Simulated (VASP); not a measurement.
Runs of VASP 6.6.1 on Lu. The structure is that of space group Pm-3m (No. 221), or close to it. The cells are those of the table. This isn't the form of Lu at room conditions, which is hcp.

| cell | k mesh | gap on the mesh (eV) | pressure (GPa) |
| --- | --- | --- | --- |
| a = 3.127 Å, 1 atom | 11 × 11 × 11 | none | 0.2 |
| a = 3.041 Å, 1 atom | 11 × 11 × 11 | none | 3.2 |
| a = 3.248 Å, 1 atom | 11 × 11 × 11 | none | (b) |
| a = 3.127 Å, 1 atom | 16 × 16 × 16 | none | (a) |
| a = 3.168 Å, 1 atom | 11 × 11 × 11 | none | -1.0 |

Alike in all rows: task single point; level PBEsol; potentials or basis VASP PAW PBE potentials, release 64 (Lu); no spin polarisation; cutoff (eV) 520; smearing fermi-dirac 0.1 eV.

**Question.** Fill in the values left out.

**Answer.** (a) 0.1; (b) -2.9.

Caveats: the PAW data sets were made with another functional, which shifts forces and pressure a little; spin-orbit coupling is left out, which moves the levels of the heavy elements; the cell stands under pressure (at least some runs).

A k mesh can miss the band edges, and the runs leave out spin-orbit coupling on Lu.

A gap of «none» marks levels without a gap at the run's occupations.
